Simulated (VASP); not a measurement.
# Rh in VASP: notebook

The runs below take Rh through single point, with RPBE.

Program: VASP 6.6.1. These are calculated values, not measurements. Logs are shortened: lines on timing, memory, paths and dates and some standing lists are left out, and cuts for length are marked.

## 1. The cell of the first run

The typed cell holds 2 atoms: a = 4.370 Å, b = 4.370 Å, c = 2.766 Å, α = 90.00°, β = 90.00°, γ = 143.44°.

## 2. Single point, RPBE (15.73 Å³/atom)

The input, INCAR:

```
SYSTEM = Rh
ALGO = Normal
EDIFF = 1E-6
ENCUT = 520
GGA = RP
ISIF = 2
ISMEAR = -1
LASPH = .TRUE.
LCHARG = .TRUE.
LELF = .TRUE.
LREAL = .FALSE.
LVHAR = .TRUE.
LWAVE = .FALSE.
NBANDS = 22
NELM = 60
PREC = Accurate
SIGMA = 0.1
```

The input, KPOINTS:

```
k-points
0
G
  14 14 13
  0 0 0
```

The input, POSCAR:

```
Rh
1.0
   -2.7289413114      3.1399848772      1.3395156234
    3.1399848772     -2.7289413114      1.3395156234
    1.9110568371      1.9110568371     -0.5866885799
Rh
2
Direct
    0.0102247971      0.9897752029      0.0000000000
    0.7397752029      0.2602247971      0.5000000000
```

Potentials or basis: VASP PAW PBE potentials, release 64 (Rh_pv).

Started as:

```sh
$ cat potpaw_PBE.64/Rh_pv/POTCAR > POTCAR
$ mpirun -np 1 vasp_std > vasp.out
```

OUTCAR:

```text
SYSTEM = Rh
   EDIFF = 1E-6
   ENCUT = 520
   GGA = RP
   ISIF = 2
   ISMEAR = -1
   LASPH = .TRUE.
   LREAL = .FALSE.
   NELM = 60
   PREC = Accurate

 ion  position               nearest neighbor table
   1  0.010  0.990  0.000-   2 2.64   2 2.64   2 2.72   2 2.72   2 2.72   2 2.72
   2  0.740  0.260  0.500-   1 2.64   1 2.64   1 2.72   1 2.72   1 2.72   1 2.72

  LATTYP: Found a base centered monoclinic cell.
 ALAT       =     2.7413722927
 B/A-ratio  =     3.0276497047
 C/A-ratio  =     1.0088336214
 COS(beta)  =    -0.0000925679

  Lattice vectors:

 A1 = (  -2.7289413114,   3.1399848772,   1.3395156234)
 A2 = (   3.1399848772,  -2.7289413114,   1.3395156234)
 A3 = (   1.9110568371,   1.9110568371,  -0.5866885799)

Analysis of symmetry for initial positions (statically):
=====================================================================
 Subroutine PRICEL returns:
 Original cell was already a primitive cell.

 Routine SETGRP: Setting up the symmetry group for a
 base centered monoclinic supercell.

 Subroutine GETGRP returns: Found  4 space group operations
 (whereof  2 operations were pure point group operations)
 out of a pool of  4 trial point group operations.

The static configuration has the point symmetry C_2 .
 The point group associated with its full space group is C_2h.

Analysis of symmetry for dynamics (positions and initial velocities):
=====================================================================
 Subroutine PRICEL returns:
 Original cell was already a primitive cell.

 Routine SETGRP: Setting up the symmetry group for a
 base centered monoclinic supercell.

 Subroutine GETGRP returns: Found  4 space group operations
 (whereof  2 operations were pure point group operations)
 out of a pool of  4 trial point group operations.

The dynamic configuration has the point symmetry C_2 .
 The point group associated with its full space group is C_2h.

 Subroutine INISYM returns: Found  4 space group operations
 (whereof  2 operations are pure point group operations),
 and found     1 'primitive' translations

----------------------------------------------------------------------------------------

                                     Primitive cell

  volume of cell :      31.4629

  direct lattice vectors                    reciprocal lattice vectors
    -2.728941311  3.139984877  1.339515623    -0.030475599  0.139913322  0.356478234
     3.139984877 -2.728941311  1.339515623     0.139913322 -0.030475599  0.356478234
     1.911056837  1.911056837 -0.586688580     0.249866019  0.249866019 -0.076673850

  length of vectors
     4.370460824  4.370460824  2.765588538     0.384163027  0.384163027  0.361586690

  position of ions in fractional coordinates (direct lattice)
     0.010224797  0.989775203  1.000000000
     0.739775203  0.260224797  0.500000000

  ion indices of the primitive-cell ions
   primitive index   ion index
                 1           1
                 2           2

----------------------------------------------------------------------------------------

 KPOINTS: k-points

Automatic generation of k-mesh.
 Grid dimensions read from file:
 generate k-points for:   14   14   13

 Generating k-lattice:

  Cartesian coordinates                     Fractional coordinates (reciprocal lattice)
    -0.002176828  0.009993809  0.025462731     0.071428571  0.000000000 -0.000000000
     0.009993809 -0.002176828  0.025462731     0.000000000  0.071428571 -0.000000000
     0.019220463  0.019220463 -0.005897988     0.000000000  0.000000000  0.076923077

  Length of vectors
     0.027440216  0.027440216  0.027814361

  Shift w.r.t. Gamma in fractional coordinates (k-lattice)
     0.000000000  0.000000000  0.000000000

 Subroutine IBZKPT returns following result:
 ===========================================

 Found    687 irreducible k-points:

 Following reciprocal coordinates:
            Coordinates               Weight
  0.000000  0.000000  0.000000      1.000000
  0.071429 -0.000000  0.000000      4.000000
  0.142857  0.000000 -0.000000      4.000000
  0.214286 -0.000000  0.000000      4.000000
  0.285714  0.000000 -0.000000      4.000000
  0.357143  0.000000  0.000000      4.000000
[... 16 lines left out ...]
  0.214286  0.142857  0.000000      4.000000
  0.285714  0.142857  0.000000      4.000000
 [... further k-points ...]
   k-points           NKPTS =    687   k-points in BZ     NKDIM =    687   number of bands    NBANDS=     22
   number of dos      NEDOS =    301   number of ions     NIONS =      2
   total plane-waves  NPLWV =  31104
   dimension x,y,z NGX =    36 NGY =   36 NGZ =   24
   dimension x,y,z NGXF=    72 NGYF=   72 NGZF=   48
   ions per type =               2
   NGX,Y,Z   is equivalent  to a cutoff of  13.69, 13.69, 14.43 a.u.
   NGXF,Y,Z  is equivalent  to a cutoff of  27.39, 27.39, 28.85 a.u.
 SYSTEM =  Rh
   PREC   = accura    normal or accurate (medium, high low for compatibility)
   ISTART =      0    job   : 0-new  1-cont  2-samecut
   ICHARG =      2    charge: 1-file 2-atom 10-const
   ISPIN  =      1    spin polarized calculation?
   LNONCOLLINEAR =      F non collinear calculations
   LSORBIT =      F    spin-orbit coupling
   LASPH  =      T    aspherical Exc in radial PAW
   ENCUT  =  520.0 eV  38.22 Ry    6.18 a.u.   8.13  8.13  5.14*2*pi/ulx,y,z
   NELM   =     60;   NELMIN=  2; NELMDL= -5     # of ELM steps
   EDIFF  = 0.1E-05   stopping-criterion for ELM
   LREAL  =      F    real-space projection
   EDIFFG = 0.1E-04   stopping-criterion for IOM
   NSW    =      0    number of steps for IOM
   IBRION =     -1    ionic relax: 0-MD 1-quasi-New 2-CG
   NFREE  =      0    steps in history (QN), initial steepest desc. (CG)
   ISIF   =      2    stress and relaxation
   ISYM   =      2    0-nonsym 1-usesym 2-fastsym
   POTIM  = 0.5000    time-step for ionic-motion
   TEBEG  =    0.0;   TEEND  =   0.0 temperature during run
   PSTRESS=    0.0 pullay stress
   NELECT =      30.0000    total number of electrons
   NUPDOWN=      -1.0000    fix difference up-down
   EMIN   =  10.00;   EMAX   =-10.00  energy-range for DOS
   EFERMI =   0.00;   METHOD = LEGACY
   ISMEAR =    -1;   SIGMA  =   0.10  broadening in eV -4-tet -1-fermi 0-gaus
   EFERMI_NEDOS =   21; number of points for ismear=-14 and -15
   IALGO  =     38    algorithm
   IMIX   =      4    mixing-type and parameters
     AMIX     =   0.40;   BMIX     =  1.00
     AMIX_MAG =   1.60;   BMIX_MAG =  1.00
  volume/ion in A,a.u.               =      15.73       106.16
  Fermi-wavevector in a.u.,A,eV,Ry     =   1.611321  3.044956 35.325576  2.596357
  Thomas-Fermi vector in A             =   2.706730
   LORBIT       =      0    0 simple, 1 ext, 2 COOP (PROOUT), +10 PAW based schemes
   GGA     = RP    functional components
   LHFCALC =     F    Hartree Fock is set to
   AEXX    =    0.0000 exact exchange contribution
   IVDW    =     0    specifies the selected vdW correction
   LEPSILON=     F    determine dielectric tensor
   LRPA    =     F    only Hartree local field effects (RPA)
 non-spin polarized calculation
  energy-cutoff  :      520.00
  volume of cell :       31.46
 maximum number of plane-waves:       863
 NGX is ok and might be reduce to    36
   NGX = 17   NGY = 17   NGZ = 11

 number of electron      30.0000000 magnetization

 Free energy of the ion-electron system (eV)
  ---------------------------------------------------
  ext. energy  EPLUGINS =         0.00000000
  ---------------------------------------------------
  free energy    TOTEN  =       -12.85015060 eV

  energy without entropy =      -12.74923391  energy(sigma->0) =      -12.79969226

 E-fermi :   9.7373     XC(G=0): -13.0090

 val. band max:        9.7356969130   @ k =   0.4286   0.1429   0.4615
 cond. band min:       9.7390858022   @ k =  -0.2143  -0.3571   0.3077
 fundamental gap:      0.0033888892
 Fermi energy:         9.7373064128

 k-point     1 :       0.0000    0.0000    0.0000
  band No.  band energies     occupation
      1     -37.0733      2.00000
      2     -36.6173      2.00000
      3     -36.5097      2.00000
      4     -36.4582      2.00000
      5     -36.4299      2.00000
      6     -36.4003      2.00000
[... 14 lines left out ...]
     21      26.9358      0.00000
     22      27.2969      0.00000

 k-point     2 :       0.0714   -0.0000    0.0000
  band No.  band energies     occupation
      1     -37.0674      2.00000
      2     -36.6138      2.00000
      3     -36.5350      2.00000
      4     -36.4520      2.00000
      5     -36.4455      2.00000
      6     -36.4013      2.00000
[... 14 lines left out ...]
     21      25.9069      0.00000
     22      26.5934      0.00000

 k-point     3 :       0.1429    0.0000   -0.0000
  band No.  band energies     occupation
      1     -37.0511      2.00000
      2     -36.6036      2.00000
      3     -36.5911      2.00000
      4     -36.4883      2.00000
      5     -36.4497      2.00000
      6     -36.4042      2.00000
[... 14 lines left out ...]
     21      24.0303      0.00000
     22      25.0325      0.00000

 k-point     4 :       0.2143   -0.0000    0.0000
  band No.  band energies     occupation
      1     -37.0277      2.00000
      2     -36.6623      2.00000
      3     -36.5882      2.00000
      4     -36.5473      2.00000
      5     -36.4582      2.00000
      6     -36.4093      2.00000
[... 14 lines left out ...]
     21      23.5794      0.00000
     22      25.1992      0.00000

 k-point     5 :       0.2857    0.0000   -0.0000
  band No.  band energies     occupation
      1     -37.0030      2.00000
      2     -36.7374      2.00000
      3     -36.6069      2.00000
      4     -36.5694      2.00000
      5     -36.4749      2.00000
      6     -36.4164      2.00000
[... 417 lines left out ...]
 k-point    22 :       0.1429    0.1429    0.0000
  band No.  band energies     occupation
      1     -37.0245      2.00000
      2     -36.7196      2.00000
      3     -36.6234      2.00000
      4     -36.5777      2.00000
      5     -36.4536      2.00000
      6     -36.4080      2.00000
[... 14 lines left out ...]
     21      21.1802      0.00000
     22      26.2786      0.00000

 k-point    23 :       0.2143    0.1429    0.0000
  band No.  band energies     occupation
      1     -37.0088      2.00000
      2     -36.7786      2.00000
      3     -36.6769      2.00000
      4     -36.5601      2.00000
      5     -36.4700      2.00000
      6     -36.4150      2.00000
[... 14 lines left out ...]
     21      20.9563      0.00000
     22      27.1056      0.00000

 k-point    24 :       0.2857    0.1429    0.0000
  band No.  band energies     occupation
      1     -36.9958      2.00000
      2     -36.8217      2.00000
      3     -36.7029      2.00000
      4     -36.5427      2.00000
      5     -36.4921      2.00000
      6     -36.4253      2.00000
[... 14 lines left out ...]
     21      22.0023      0.00000
     22      26.6364      0.00000

 [... further k-points ...]
[... 5 lines left out ...]
  --------------------------------------------------------------------------------------
  -------------------------------------------------------------------------------------
  Total       -1.5575229     -1.5575229     -1.3362527     -0.0458121      0.0435644      0.0435644
  in kB      -79.3132591    -79.3132591    -68.0455855     -2.3328730      2.2184189      2.2184162
  external PRESSURE =     -75.5573679 kB  Pullay stress =       0.0000000 kB

 VOLUME and BASIS-vectors are now :
 -----------------------------------------------------------------------------
  energy-cutoff  :      520.00
  volume of cell :       31.46
      direct lattice vectors                 reciprocal lattice vectors
    -2.728941311  3.139984877  1.339515623    -0.030475599  0.139913322  0.356478234
     3.139984877 -2.728941311  1.339515623     0.139913322 -0.030475599  0.356478234
     1.911056837  1.911056837 -0.586688580     0.249866019  0.249866019 -0.076673850

 POSITION                                       TOTAL-FORCE (eV/Angst)
 -----------------------------------------------------------------------------------
      3.07998     -2.66893      1.33952        -0.030270      0.030270     -0.000000
     -0.24617      2.56827      1.04617         0.030270     -0.030270      0.000000
 -----------------------------------------------------------------------------------
    total drift:                               -0.000000      0.000000      0.000000

  FREE ENERGIE OF THE ION-ELECTRON SYSTEM (eV)
  ---------------------------------------------------
  free  energy   TOTEN  =       -12.8501506049 eV

  energy  without entropy=      -12.7492339095  energy(sigma->0) =      -12.79969226
```

It took 5.1 min on 1 thread of Intel Xeon Platinum 8259CL at 2.50GHz (Skylake/Cascade Lake), shared host; peak memory 0.47 GiB.

What came out:

```
Free energy            : -12.8502 eV
Pressure               : -7.6 GPa
Largest force          : 0.043 eV/Å
Band gap on the k mesh : zero (bands 15 and 16 overlap by 1.72 eV)
```

Forces on the atoms (eV/Å):
```
Rh  -0.030  0.030  0.000
Rh   0.030 -0.030  0.000
```

Caveat: the cell stands under tension; the PAW data sets were made with another functional, which shifts forces and pressure a little.

## 3. Single point, RPBE (16.34 Å³/atom)

This run uses another cell than the first one, of 16.34 Å³/atom.

The input, INCAR:

```
SYSTEM = Rh
PREC = Accurate
ENCUT = 520
EDIFF = 1E-6
ISMEAR = -1
SIGMA = 0.1
LREAL = .FALSE.
LASPH = .TRUE.
NELM = 100
ALGO = Normal
ISIF = 2
LWAVE = .FALSE.
LCHARG = .FALSE.
GGA = RP
NBANDS = 22
```

The input, KPOINTS:

```
Automatic mesh
0
G
  14 14 13
  0 0 0
```

The input, POSCAR:

```
Rh
1.0
   -2.7634885398      3.1797357411      1.3564733176
    3.1797357411     -2.7634885398      1.3564733176
    1.9352499982      1.9352499982     -0.5941158061
Rh
2
Direct
    0.0102247971      0.9897752029      0.0000000000
    0.7397752029      0.2602247971      0.5000000000
```

Potentials or basis: VASP PAW PBE potentials, release 64 (Rh_pv).

Started as:

```sh
$ cat potpaw_PBE.64/Rh_pv/POTCAR > POTCAR
$ mpirun -np 1 vasp_std > vasp.out
```

Wall time 5.2 min (1 thread of Intel Xeon Platinum 8259CL at 2.50GHz (Skylake/Cascade Lake), shared host); peak memory 0.49 GiB.

Results (log left out):

| Item | Value |
| --- | --- |
| Free energy | -12.7708 eV |
| Pressure | -13.4 GPa |
| Largest force | 0.098 eV/Å |
| Band gap on the k mesh | zero (bands 15 and 16 overlap by 1.61 eV) |

Forces on the atoms (eV/Å):
```
Rh  -0.070  0.070  0.000
Rh   0.070 -0.070  0.000
```

Stress tensor (GPa, compression positive):
```
-14.04  -0.03   0.34
 -0.03 -14.04   0.34
  0.34   0.34 -12.00
```

Levels at points of the mesh, in eV from the Fermi level:
| k point | band 12 | band 13 | band 14 | band 15 | band 16 | band 17 | band 18 | band 19 |
| --- | --- | --- | --- | --- | --- | --- | --- | --- |
| (0.00, 0.00, 0.00) | -1.42 | -1.35 | -0.66 | -0.30 | 0.14 | 1.00 | 2.62 | 9.17 |
| (0.50, 0.00, 0.00) | -1.96 | -1.33 | -1.19 | -0.60 | 0.47 | 2.03 | 4.01 | 4.61 |
| (0.50, 0.50, 0.00) | -2.23 | -1.23 | -1.13 | -0.95 | -0.57 | 0.44 | 0.65 | 13.28 |

Caveat: the cell stands under tension; the PAW data sets were made with another functional, which shifts forces and pressure a little.

## 4. Single point, RPBE (13.31 Å³/atom)

This run uses another cell than the first one, of 13.31 Å³/atom.

The input, INCAR:

```
ALGO = Normal ; EDIFF = 1E-6
ENCUT = 520 ; GGA = RP
ISIF = 2 ; ISMEAR = -1
LASPH = T ; LCHARG = F
LREAL = F ; LWAVE = F
NBANDS = 22 ; NELM = 100
PREC = Accurate ; SIGMA = 0.1
```

The input, KPOINTS:

```
k-points
0
Gamma
  14 14 13
```

The input, POSCAR:

```
Rh
1.0
   -2.5811345261      2.9699148692      1.2669638623
    2.9699148692     -2.5811345261      1.2669638623
    1.8075488699      1.8075488699     -0.5549119519
Rh
2
Direct
    0.0102247971      0.9897752029      0.0000000000
    0.7397752029      0.2602247971      0.5000000000
```

Started as:

```sh
$ cat potpaw_PBE.64/Rh_pv/POTCAR > POTCAR
$ mpirun -np 1 vasp_std > vasp.out
```

Run time: 6.4 min. Hardware: 1 thread of Intel Xeon Platinum 8259CL at 2.50GHz (Skylake/Cascade Lake), shared host; peak memory 0.41 GiB.

The run converged. Its results:

```yaml
Free_energy: -12.5036 eV
Pressure: 37.7 GPa
Largest_force: 0.332 eV/Å
Band_gap_on_the_k_mesh: zero (bands 15 and 16 overlap by 2.30 eV)
```

Forces on the atoms (eV/Å):
```
Rh   0.235 -0.235  0.000
Rh  -0.235  0.235  0.000
```

Stress tensor (GPa, compression positive):
```
39.71 -1.74 -0.68
-1.74 39.71 -0.68
-0.68 -0.68 33.75
```

Levels at points of the mesh, in eV from the Fermi level:
| k point | band 11 | band 12 | band 13 | band 14 | band 15 | band 16 | band 17 | band 18 | band 19 | band 20 |
| --- | --- | --- | --- | --- | --- | --- | --- | --- | --- | --- |
| (0.00, 0.00, 0.00) | -3.77 | -1.93 | -1.85 | -0.92 | -0.39 | 0.23 | 1.43 | 2.72 | 11.28 | 14.29 |
| (0.50, 0.00, 0.00) | -3.09 | -2.73 | -1.93 | -1.57 | -0.82 | 0.67 | 2.58 | 4.65 | 5.68 | 12.61 |
| (0.50, 0.50, 0.00) | -3.25 | -3.06 | -1.68 | -1.56 | -1.29 | -0.75 | 0.66 | 0.97 | 14.53 | 16.76 |

Caveat: the cell stands under pressure; the PAW data sets were made with another functional, which shifts forces and pressure a little.

[end of part 1 of 2]
